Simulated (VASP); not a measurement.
# Rb in VASP: single point with PBE

Aim: the single point of Rb with PBE.

Everything below comes from runs of VASP 6.6.1. Logs are shortened: lines on timing, memory, paths and dates and some standing lists are left out, and cuts for length are marked.

### Step 1. The cell of the first run

The cell holds a slab with vacuum, 4 atoms: a = 5.088 Å, b = 5.088 Å, c = 32.663 Å, α = 90.00°, β = 90.00°, γ = 120.00°.

### Step 2. Single point, PBE

INCAR

```
  ALGO = Normal
  DIPOL = 0.5 0.5 0.500
  EDIFF = 1E-6
  ENCUT = 520
  GGA = PE
  IDIPOL = 3
  ISIF = 2
  ISMEAR = 0
  LASPH = T
  LCHARG = F
  LDIPOL = T
  LREAL = F
  LWAVE = F
  NBANDS = 26
  NELM = 80
  PREC = Accurate
  SIGMA = 0.1
```

KPOINTS

```
k-points
0
Gamma
  6 6 1
```

POSCAR

```
Rb
1.0
    5.0882069775      0.0000000000      0.0000000000
   -2.5441034887      4.4065165022      0.0000000000
    0.0000000000      0.0000000000     32.6630871149
Rb
4
Direct
    0.6666666667      0.3333333333      0.3061559970
    0.3333333333      0.6666666667      0.4353853323
    0.6666666667      0.3333333333      0.5646146677
    0.3333333333      0.6666666667      0.6938440030
```

Potentials or basis: VASP PAW PBE potentials, release 64 (Rb_sv).

Started as:

```
cat potpaw_PBE.64/Rb_sv/POTCAR > POTCAR
mpirun -np 1 vasp_std > vasp.out
```

OUTCAR:

```text
EDIFF = 1E-6
   ENCUT = 520
   GGA = PE
   ISIF = 2
   ISMEAR = 0
   LASPH = T
   LREAL = F
   NELM = 80
   PREC = Accurate

 ion  position               nearest neighbor table
   1  0.667  0.333  0.306-   2 5.14   2 5.14   2 5.14
   2  0.333  0.667  0.435-   1 5.14   1 5.14   1 5.14   3 5.14   3 5.14   3 5.14
   3  0.667  0.333  0.565-   4 5.14   4 5.14   4 5.14   2 5.14   2 5.14   2 5.14
   4  0.333  0.667  0.694-   3 5.14   3 5.14   3 5.14

  LATTYP: Found a hexagonal cell.
 ALAT       =     5.0882069775
 C/A-ratio  =     6.4193707645

  Lattice vectors:

 A1 = (   5.0882069775,   0.0000000000,   0.0000000000)
 A2 = (  -2.5441034887,   4.4065165022,   0.0000000000)
 A3 = (   0.0000000000,   0.0000000000,  32.6630871149)

Analysis of symmetry for initial positions (statically):
=====================================================================
 Subroutine PRICEL returns:
 Original cell was already a primitive cell.

 Routine SETGRP: Setting up the symmetry group for a
 hexagonal supercell.

 Subroutine GETGRP returns: Found 12 space group operations
 (whereof 12 operations were pure point group operations)
 out of a pool of 24 trial point group operations.

The static configuration has the point symmetry D_3d.

Analysis of symmetry for dynamics (positions and initial velocities):
=====================================================================
 Subroutine PRICEL returns:
 Original cell was already a primitive cell.

 Routine SETGRP: Setting up the symmetry group for a
 hexagonal supercell.

 Subroutine GETGRP returns: Found 12 space group operations
 (whereof 12 operations were pure point group operations)
 out of a pool of 24 trial point group operations.

The dynamic configuration has the point symmetry D_3d.

 Subroutine INISYM returns: Found 12 space group operations
 (whereof 12 operations are pure point group operations),
 and found     1 'primitive' translations

----------------------------------------------------------------------------------------

                                     Primitive cell

  volume of cell :     732.3478

  direct lattice vectors                    reciprocal lattice vectors
     5.088206977  0.000000000  0.000000000     0.196532886  0.113468314  0.000000000
    -2.544103489  4.406516502  0.000000000     0.000000000  0.226936629  0.000000000
     0.000000000  0.000000000 32.663087115     0.000000000  0.000000000  0.030615600

  length of vectors
     5.088206977  5.088206977 32.663087115     0.226936629  0.226936629  0.030615600

  position of ions in fractional coordinates (direct lattice)
     0.666666667  0.333333333  0.306155997
     0.333333333  0.666666667  0.435385332
     0.666666667  0.333333333  0.564614668
     0.333333333  0.666666667  0.693844003

  ion indices of the primitive-cell ions
   primitive index   ion index
                 1           1
                 2           2
                 3           3
                 4           4

----------------------------------------------------------------------------------------

 KPOINTS: k-points

Automatic generation of k-mesh.
 Grid dimensions read from file:
 generate k-points for:    6    6    1

 Generating k-lattice:

  Cartesian coordinates                     Fractional coordinates (reciprocal lattice)
     0.032755481  0.018911386  0.000000000     0.166666667  0.000000000  0.000000000
     0.000000000  0.037822771  0.000000000     0.000000000  0.166666667  0.000000000
     0.000000000  0.000000000  0.030615600     0.000000000  0.000000000  1.000000000

  Length of vectors
     0.037822771  0.037822771  0.030615600

  Shift w.r.t. Gamma in fractional coordinates (k-lattice)
     0.000000000  0.000000000  0.000000000

 Subroutine IBZKPT returns following result:
 ===========================================

 Found      7 irreducible k-points:

 Following reciprocal coordinates:
            Coordinates               Weight
  0.000000  0.000000  0.000000      1.000000
  0.166667  0.000000  0.000000      6.000000
  0.333333 -0.000000  0.000000      6.000000
  0.500000 -0.000000  0.000000      3.000000
  0.166667  0.166667  0.000000      6.000000
  0.333333  0.166667  0.000000     12.000000
  0.333333  0.333333  0.000000      2.000000
   k-points           NKPTS =      7   k-points in BZ     NKDIM =      7   number of bands    NBANDS=     26
   number of dos      NEDOS =    301   number of ions     NIONS =      4
   total plane-waves  NPLWV = 400000
   dimension x,y,z NGX =    40 NGY =   40 NGZ =  250
   dimension x,y,z NGXF=    80 NGYF=   80 NGZF=  500
   ions per type =               4
   NGX,Y,Z   is equivalent  to a cutoff of  13.07, 13.07, 12.72 a.u.
   NGXF,Y,Z  is equivalent  to a cutoff of  26.14, 26.14, 25.45 a.u.
 SYSTEM =  unknown system
   PREC   = accura    normal or accurate (medium, high low for compatibility)
   ISTART =      0    job   : 0-new  1-cont  2-samecut
   ICHARG =      2    charge: 1-file 2-atom 10-const
   ISPIN  =      1    spin polarized calculation?
   LNONCOLLINEAR =      F non collinear calculations
   LSORBIT =      F    spin-orbit coupling
   LASPH  =      T    aspherical Exc in radial PAW
   ENCUT  =  520.0 eV  38.22 Ry    6.18 a.u.   9.46  9.46 60.73*2*pi/ulx,y,z
   NELM   =     80;   NELMIN=  2; NELMDL= -5     # of ELM steps
   EDIFF  = 0.1E-05   stopping-criterion for ELM
   LREAL  =      F    real-space projection
   EDIFFG = 0.1E-04   stopping-criterion for IOM
   NSW    =      0    number of steps for IOM
   IBRION =     -1    ionic relax: 0-MD 1-quasi-New 2-CG
   NFREE  =      0    steps in history (QN), initial steepest desc. (CG)
   ISIF   =      2    stress and relaxation
   ISYM   =      2    0-nonsym 1-usesym 2-fastsym
   POTIM  = 0.5000    time-step for ionic-motion
   TEBEG  =    0.0;   TEEND  =   0.0 temperature during run
   PSTRESS=    0.0 pullay stress
   NELECT =      36.0000    total number of electrons
   NUPDOWN=      -1.0000    fix difference up-down
   EMIN   =  10.00;   EMAX   =-10.00  energy-range for DOS
   EFERMI =   0.00;   METHOD = LEGACY
   ISMEAR =     0;   SIGMA  =   0.10  broadening in eV -4-tet -1-fermi 0-gaus
   EFERMI_NEDOS =   21; number of points for ismear=-14 and -15
   IALGO  =     38    algorithm
   IMIX   =      4    mixing-type and parameters
     AMIX     =   0.40;   BMIX     =  1.00
     AMIX_MAG =   1.60;   BMIX_MAG =  1.00
  volume/ion in A,a.u.               =     183.09      1235.53
  Fermi-wavevector in a.u.,A,eV,Ry     =   0.599703  1.133275  4.893256  0.359644
  Thomas-Fermi vector in A             =   1.651285
   LORBIT       =      0    0 simple, 1 ext, 2 COOP (PROOUT), +10 PAW based schemes
   GGA     = PE    functional components
   LHFCALC =     F    Hartree Fock is set to
   AEXX    =    0.0000 exact exchange contribution
   IVDW    =     0    specifies the selected vdW correction
   LEPSILON=     F    determine dielectric tensor
   LRPA    =     F    only Hartree local field effects (RPA)
 non-spin polarized calculation
 Gauss-broadening in eV      SIGMA  =   0.10
  energy-cutoff  :      520.00
  volume of cell :      732.35
 maximum number of plane-waves:     19813
 NGX is ok and might be reduce to    40
   NGX = 19   NGY = 19   NGZ =121

 dipolmoment           0.000000      0.000000      0.000000 electrons x Angstroem

 number of electron      36.0000000 magnetization

 dipolmoment           0.000000      0.000000     -0.000000 electrons x Angstroem

 Free energy of the ion-electron system (eV)
  ---------------------------------------------------
  ext. energy  EPLUGINS =         0.00000000
  ---------------------------------------------------
  free energy    TOTEN  =        -3.50703130 eV

  energy without entropy =       -3.48144803  energy(sigma->0) =       -3.49423967

 E-fermi :  -1.1407     XC(G=0):  -3.1829

 val. band max:       -1.1578357693   @ k =   0.3333  -0.0000   0.0000
 cond. band min:      -1.0080536413   @ k =   0.3333   0.1667   0.0000
 fundamental gap:      0.1497821280
 Fermi energy:        -1.1407278687

 k-point     1 :       0.0000    0.0000    0.0000
  band No.  band energies     occupation
      1     -30.2105      2.00000
      2     -30.2105      2.00000
      3     -29.9852      2.00000
      4     -29.9838      2.00000
      5     -14.3148      2.00000
      6     -14.3146      2.00000
[... 18 lines left out ...]
     25       1.1535      0.00000
     26       1.7530      0.00000

 k-point     2 :       0.1667    0.0000    0.0000
  band No.  band energies     occupation
      1     -30.2099      2.00000
      2     -30.2099      2.00000
      3     -29.9846      2.00000
      4     -29.9833      2.00000
      5     -14.3123      2.00000
      6     -14.3122      2.00000
[... 18 lines left out ...]
     25       1.3225      0.00000
     26       1.5538      0.00000

 k-point     3 :       0.3333   -0.0000    0.0000
  band No.  band energies     occupation
      1     -30.2088      2.00000
      2     -30.2088      2.00000
      3     -29.9833      2.00000
      4     -29.9824      2.00000
      5     -14.3075      2.00000
      6     -14.3074      2.00000
[... 18 lines left out ...]
     25       0.8043      0.00000
     26       1.1836      0.00000

 k-point     4 :       0.5000   -0.0000    0.0000
  band No.  band energies     occupation
      1     -30.2083      2.00000
      2     -30.2083      2.00000
      3     -29.9825      2.00000
      4     -29.9821      2.00000
      5     -14.3174      2.00000
      6     -14.3173      2.00000
[... 18 lines left out ...]
     25       0.4624      0.00000
     26       1.0022      0.00000

 k-point     5 :       0.1667    0.1667    0.0000
  band No.  band energies     occupation
      1     -30.2091      2.00000
      2     -30.2091      2.00000
      3     -29.9836      2.00000
      4     -29.9827      2.00000
      5     -14.3086      2.00000
      6     -14.3086      2.00000
[... 18 lines left out ...]
     25       0.9998      0.00000
     26       1.2887      0.00000

 k-point     6 :       0.3333    0.1667    0.0000
  band No.  band energies     occupation
      1     -30.2083      2.00000
      2     -30.2083      2.00000
      3     -29.9825      2.00000
      4     -29.9821      2.00000
      5     -14.3090      2.00000
      6     -14.3090      2.00000
[... 18 lines left out ...]
     25       0.5436      0.00000
     26       1.0043      0.00000

 k-point     7 :       0.3333    0.3333    0.0000
  band No.  band energies     occupation
      1     -30.2080      2.00000
      2     -30.2080      2.00000
      3     -29.9820      2.00000
      4     -29.9820      2.00000
      5     -14.3038      2.00000
      6     -14.3038      2.00000
[... 18 lines left out ...]
     25       0.4837      0.00000
     26       0.7042      0.00000

------------------------ aborting loop because EDIFF is reached ----------------------------------------

 vacuum level on the upper side and lower side of the slab       (xc-potential included)         0.289         0.289

  FORCE on cell =-STRESS in cart. coord.  units (eV):
  Direction    XX          YY          ZZ          XY          YZ          ZX
  --------------------------------------------------------------------------------------
  -------------------------------------------------------------------------------------
  Total       -0.3256493     -0.3256493     -0.1536469     -0.0000000     -0.0000000      0.0000000
  in kB       -0.7124319     -0.7124319     -0.3361376     -0.0000000     -0.0000000      0.0000000
  external PRESSURE =      -0.5870005 kB  Pullay stress =       0.0000000 kB

 VOLUME and BASIS-vectors are now :
 -----------------------------------------------------------------------------
  energy-cutoff  :      520.00
  volume of cell :      732.35
      direct lattice vectors                 reciprocal lattice vectors
     5.088206977  0.000000000  0.000000000     0.196532886  0.113468314  0.000000000
    -2.544103489  4.406516502  0.000000000     0.000000000  0.226936629  0.000000000
     0.000000000  0.000000000 32.663087115     0.000000000  0.000000000  0.030615600

 POSITION                                       TOTAL-FORCE (eV/Angst)
 -----------------------------------------------------------------------------------
      2.54410      1.46884     10.00000         0.000000      0.000000      0.002970
     -0.00000      2.93768     14.22103         0.000000     -0.000000      0.026309
      2.54410      1.46884     18.44206        -0.000000      0.000000     -0.026309
     -0.00000      2.93768     22.66309        -0.000000     -0.000000     -0.002970
 -----------------------------------------------------------------------------------
    total drift:                                0.000000     -0.000000      0.000000

  FREE ENERGIE OF THE ION-ELECTRON SYSTEM (eV)
  ---------------------------------------------------
  free  energy   TOTEN  =        -3.5070313034 eV

  energy  without entropy=       -3.4814480285  energy(sigma->0) =       -3.49423967

 vacuum level on the upper side and lower side of the slab         0.950         0.950
```

Run time: 7.6 min. Hardware: 1 thread of AMD EPYC 7R13, shared host; peak memory 0.72 GiB.

Results:

* Free energy: -3.5070 eV
* Largest force: 0.026 eV/Å
* Band gap on the k mesh: zero (band 18 reaches -0.26 eV, above the bottom of band 19 at -2.11 eV)

Forces in eV/Å, atoms in the order of the input:
```
Rb   0.000  0.000  0.003
Rb   0.000  0.000  0.026
Rb   0.000  0.000 -0.026
Rb   0.000  0.000 -0.003
```
